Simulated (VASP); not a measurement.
# I (a cell with a defect) in VASP: single point with LDA

Aim: the single point of I (a cell with a defect) with LDA.

Program: VASP 6.6.1. These are calculated values, not measurements. Logs are shortened: lines on timing, memory, paths and dates and some standing lists are left out, and cuts for length are marked.

**1. The cell of the first run**

The cell holds a defect, 15 atoms: a = 8.697 Å, b = 9.783 Å, c = 8.697 Å, α = 90.00°, β = 113.24°, γ = 90.00°.

**2. Single point, LDA**

INCAR reads:

```
SYSTEM = I
PREC = Accurate
ENCUT = 520
EDIFF = 1E-6
ISMEAR = 0
SIGMA = 0.1
LREAL = Auto
LASPH = .True.
NELM = 100
ALGO = Normal
ISIF = 2
LWAVE = .False.
LCHARG = .False.
GGA = CA
NBANDS = 66
```

KPOINTS reads:

```
Automatic mesh
0
Gamma
  2 2 2
  0 0 0
```

POSCAR reads:

```
I
1.0
   -7.2624143200      0.0000000000      4.7849893000
    0.0000000000     -9.7831136400      0.0000000000
    7.2624143200      0.0000000000      4.7849893000
I
15
Direct
    0.0576755566      0.8754598296      0.0602160341
    0.3282730869      0.6417156369      0.3297816761
    0.4713468887     -0.0918860838      0.4726533413
    0.1780945989      0.3895350847      0.1796694195
    0.0397140097      0.8721553601      0.5487761255
    0.3656739744      0.6231550838      0.8519095215
    0.3959813889      0.1228887902      0.8860549158
    0.2111469901      0.3727184549      0.7015812787
    0.5474093381      0.8726153364      0.0397579101
    0.8521433632      0.6232096676      0.3672535119
    0.8859687370      0.1224670431      0.3973835581
    0.7017518497      0.3725693204      0.2129900077
    0.8740428773      0.6311355696      0.8769622921
    0.9003591333      0.1242732166      0.9031550355
    0.7209272001      0.3820199926      0.7238862711
```

Potentials or basis: VASP PAW LDA potentials, release 64 (I).

Started as:

```sh
> cat potpaw_LDA.64/I/POTCAR > POTCAR
> mpirun -np 1 vasp_std > vasp.out
```

OUTCAR:

```text
SYSTEM = I
   PREC = Accurate
   ENCUT = 520
   EDIFF = 1E-6
   ISMEAR = 0
   LREAL = Auto
   LASPH = .True.
   NELM = 100
   ISIF = 2
   GGA = CA

 ion  position               nearest neighbor table
   1  0.058  0.875  0.060-  14 2.86  13 2.97   2 3.45
   2  0.328  0.642  0.330-   4 2.86   3 2.94   1 3.45
   3  0.471  0.908  0.473-   2 2.94
   4  0.178  0.390  0.180-   2 2.86
   5  0.040  0.872  0.549-  11 2.85  10 3.01
   6  0.366  0.623  0.852-   8 2.85   9 3.01
   7  0.396  0.123  0.886-   9 2.85   8 3.02
   8  0.211  0.373  0.702-   6 2.85   7 3.02
   9  0.547  0.873  0.040-   7 2.85   6 3.01
  10  0.852  0.623  0.367-  12 2.85   5 3.01
  11  0.886  0.122  0.397-   5 2.85  12 3.02
  12  0.702  0.373  0.213-  10 2.85  11 3.02
  13  0.874  0.631  0.877-  15 2.84   1 2.97
  14  0.900  0.124  0.903-   1 2.86  15 3.05
  15  0.721  0.382  0.724-  13 2.84  14 3.05

  LATTYP: Found a base centered orthorhombic cell.
 ALAT       =     9.5699786000
 B/A-ratio  =     1.5177493333
 C/A-ratio  =     1.0222712139

  Lattice vectors:

 A1 = (   7.2624143200,   0.0000000000,   4.7849893000)
 A2 = (  -7.2624143200,   0.0000000000,   4.7849893000)
 A3 = (   0.0000000000,  -9.7831136400,   0.0000000000)

Analysis of symmetry for initial positions (statically):
=====================================================================
 Subroutine PRICEL returns:
 Original cell was already a primitive cell.

 Routine SETGRP: Setting up the symmetry group for a
 base centered orthorhombic supercell.

 Subroutine GETGRP returns: Found  1 space group operations
 (whereof  1 operations were pure point group operations)
 out of a pool of  8 trial point group operations.

The static configuration has the point symmetry C_1 .

Analysis of symmetry for dynamics (positions and initial velocities):
=====================================================================
 Subroutine PRICEL returns:
 Original cell was already a primitive cell.

 Routine SETGRP: Setting up the symmetry group for a
 base centered orthorhombic supercell.

 Subroutine GETGRP returns: Found  1 space group operations
 (whereof  1 operations were pure point group operations)
 out of a pool of  8 trial point group operations.

The dynamic configuration has the point symmetry C_1 .

 Subroutine INISYM returns: Found  1 space group operations
[... 121 lines left out ...]
   ISMEAR =     0;   SIGMA  =   0.10  broadening in eV -4-tet -1-fermi 0-gaus
   EFERMI_NEDOS =   21; number of points for ismear=-14 and -15
   IALGO  =     38    algorithm
   IMIX   =      4    mixing-type and parameters
     AMIX     =   0.40;   BMIX     =  1.00
     AMIX_MAG =   1.60;   BMIX_MAG =  1.00
  volume/ion in A,a.u.               =      45.33       305.90
  Fermi-wavevector in a.u.,A,eV,Ry     =   0.878311  1.659767 10.495941  0.771430
  Thomas-Fermi vector in A             =   1.998380
   LORBIT       =      0    0 simple, 1 ext, 2 COOP (PROOUT), +10 PAW based schemes
   GGA     = CA    functional components
   LHFCALC =     F    Hartree Fock is set to
   AEXX    =    0.0000 exact exchange contribution
   IVDW    =     0    specifies the selected vdW correction
   LEPSILON=     F    determine dielectric tensor
   LRPA    =     F    only Hartree local field effects (RPA)
 non-spin polarized calculation
 Gauss-broadening in eV      SIGMA  =   0.10
  energy-cutoff  :      520.00
  volume of cell :      679.94
 maximum number of plane-waves:     18342
 NGX is ok and might be reduce to    70
   NGX = 33   NGY = 37   NGZ = 33

 number of electron     104.9999999 magnetization

 Free energy of the ion-electron system (eV)
  ---------------------------------------------------
  ext. energy  EPLUGINS =         0.00000000
  ---------------------------------------------------
  free energy    TOTEN  =       -29.02305486 eV

  energy without entropy =      -28.95822537  energy(sigma->0) =      -28.99064011

 E-fermi :   1.8339     XC(G=0):  -8.0739

 val. band max:        1.8071793947   @ k =  -0.0000   0.5000   0.5000
 cond. band min:       1.8499779767   @ k =   0.0000   0.5000   0.0000
 fundamental gap:      0.0427985820
 Fermi energy:         1.8339473828

 k-point     1 :       0.0000    0.0000    0.0000
  band No.  band energies     occupation
      1     -11.7119      2.00000
      2     -11.4107      2.00000
      3     -11.4023      2.00000
      4     -10.8772      2.00000
      5     -10.8021      2.00000
      6     -10.7585      2.00000
[... 525 lines left out ...]
     63       7.9323      0.00000
     64       7.9615      0.00000
 [bands above 64 left out]

------------------------ aborting loop because EDIFF is reached ----------------------------------------

  FORCE on cell =-STRESS in cart. coord.  units (eV):
  Direction    XX          YY          ZZ          XY          YZ          ZX
  --------------------------------------------------------------------------------------
  -------------------------------------------------------------------------------------
  Total       -3.8754265     -8.4622555     -6.1078951     -0.0054751      0.5476465     -0.0054962
  in kB       -9.1318969    -19.9401136    -14.3923948     -0.0129013      1.2904520     -0.0129509
  external PRESSURE =     -14.4881351 kB  Pullay stress =       0.0000000 kB

 VOLUME and BASIS-vectors are now :
 -----------------------------------------------------------------------------
  energy-cutoff  :      520.00
  volume of cell :      679.94
      direct lattice vectors                 reciprocal lattice vectors
    -7.262414320  0.000000000  4.784989300    -0.068847628  0.000000000  0.104493442
     0.000000000 -9.783113640  0.000000000     0.000000000 -0.102216946  0.000000000
     7.262414320  0.000000000  4.784989300     0.068847628  0.000000000  0.104493442

 POSITION                                       TOTAL-FORCE (eV/Angst)
 -----------------------------------------------------------------------------------
      0.01845     -8.56472      0.56411        -0.002806     -0.005160     -0.068324
      0.01096     -6.27798      3.14878        -0.004251     -0.090385      0.066870
      0.00949     -8.88418      4.51703        -0.001606      0.256335     -0.063300
      0.01144     -3.81087      1.71190        -0.001817     -0.081604      0.139061
      3.69702     -8.53239      2.81592         0.045571      0.017071     -0.105272
      3.53124     -6.09640      5.82612         0.008030     -0.029024      0.117680
      3.55912     -1.20223      6.13453        -0.002074     -0.032221     -0.126882
      3.56174     -3.64635      4.36740         0.024750      0.013552      0.085353
     -3.68678     -8.53690      2.80959        -0.041561      0.026628     -0.110726
     -3.52147     -6.09693      5.83480        -0.001547     -0.024953      0.116402
     -3.54831     -1.19811      6.14083         0.007248     -0.034098     -0.123104
     -3.54959     -3.64489      4.37703        -0.021349      0.013585      0.085585
      0.02120     -6.17447      8.37854        -0.006208     -0.047073      0.042501
      0.02031     -1.21578      8.62980        -0.002159     -0.031077     -0.084988
      0.02149     -3.73735      6.91342        -0.000221      0.048426      0.029146
 -----------------------------------------------------------------------------------
    total drift:                               -0.004823     -0.000997      0.002171

  FREE ENERGIE OF THE ION-ELECTRON SYSTEM (eV)
  ---------------------------------------------------
  free  energy   TOTEN  =       -29.0230548606 eV

  energy  without entropy=      -28.9582253688  energy(sigma->0) =      -28.99064011
```

OSZICAR:

```text
N       E                     dE             d eps       ncg     rms          rms(c)
DAV:   1     0.665193112607E+03    0.66519E+03   -0.38199E+04  1056   0.127E+03
DAV:   2     0.387390388407E+02   -0.62645E+03   -0.61304E+03  1454   0.194E+02
DAV:   3    -0.281135486999E+02   -0.66853E+02   -0.66184E+02  1164   0.718E+01
DAV:   4    -0.300639490280E+02   -0.19504E+01   -0.19462E+01  1320   0.144E+01
DAV:   5    -0.301122215888E+02   -0.48273E-01   -0.48267E-01  1288   0.257E+00    0.182E+01
DAV:   6    -0.292044735078E+02    0.90775E+00   -0.10409E+00  1272   0.342E+00    0.122E+01
DAV:   7    -0.290822883091E+02    0.12219E+00   -0.17482E+00  1200   0.345E+00    0.227E+00
DAV:   8    -0.290664837160E+02    0.15805E-01   -0.10693E+00  1208   0.194E+00    0.165E+00
DAV:   9    -0.290266651164E+02    0.39819E-01   -0.11954E-01  1144   0.989E-01    0.938E-01
DAV:  10    -0.290247105511E+02    0.19546E-02   -0.30794E-02  1216   0.428E-01    0.439E-01
DAV:  11    -0.290231865663E+02    0.15240E-02   -0.11700E-02  1176   0.265E-01    0.232E-01
DAV:  12    -0.290230850101E+02    0.10156E-03   -0.18056E-03  1168   0.114E-01    0.882E-02
DAV:  13    -0.290230576058E+02    0.27404E-04   -0.22293E-04  1224   0.402E-02    0.612E-02
DAV:  14    -0.290230560959E+02    0.15100E-05   -0.82927E-05  1168   0.256E-02    0.225E-02
DAV:  15    -0.290230548214E+02    0.12745E-05   -0.13167E-05  1208   0.108E-02    0.146E-02
DAV:  16    -0.290230548606E+02   -0.39213E-07   -0.22631E-06   768   0.488E-03
   1 F= -.29023055E+02 E0= -.28990640E+02  d E =-.648295E-01
```

Wall time 6.7 min (1 thread of Intel Xeon Platinum 8488C (Sapphire Rapids), shared host); peak memory 0.6 GiB.

What came out:

- Free energy: -29.0231 eV
- Pressure: -1.4 GPa
- Largest force: 0.264 eV/Å
- Band gap on the k mesh: zero (an odd number of electrons rules out a gap without spin polarisation)

Forces in eV/Å, atoms in the order of the input:
```
I   -0.003 -0.005 -0.068
I   -0.004 -0.090  0.067
I   -0.002  0.256 -0.063
I   -0.002 -0.082  0.139
I    0.046  0.017 -0.105
I    0.008 -0.029  0.118
I   -0.002 -0.032 -0.127
I    0.025  0.014  0.085
I   -0.042  0.027 -0.111
I   -0.002 -0.025  0.116
I    0.007 -0.034 -0.123
I   -0.021  0.014  0.086
I   -0.006 -0.047  0.043
I   -0.002 -0.031 -0.085
I    0.000  0.048  0.029
```

Stress tensor (GPa, compression positive):
```
-0.91  0.00  0.00
 0.00 -1.99  0.13
 0.00  0.13 -1.44
```

Caveat: the k points lie up to 0.39 Å⁻¹ apart, too coarse for converged energies and pressures of a metal; spin-orbit coupling is left out, which moves the levels of the heavy elements; an odd number of electrons without spin polarisation forces a metal; a magnetic or distorted state may lie lower.

The gap in the log of VASP goes by the Fermi energy; the results here count the filled bands.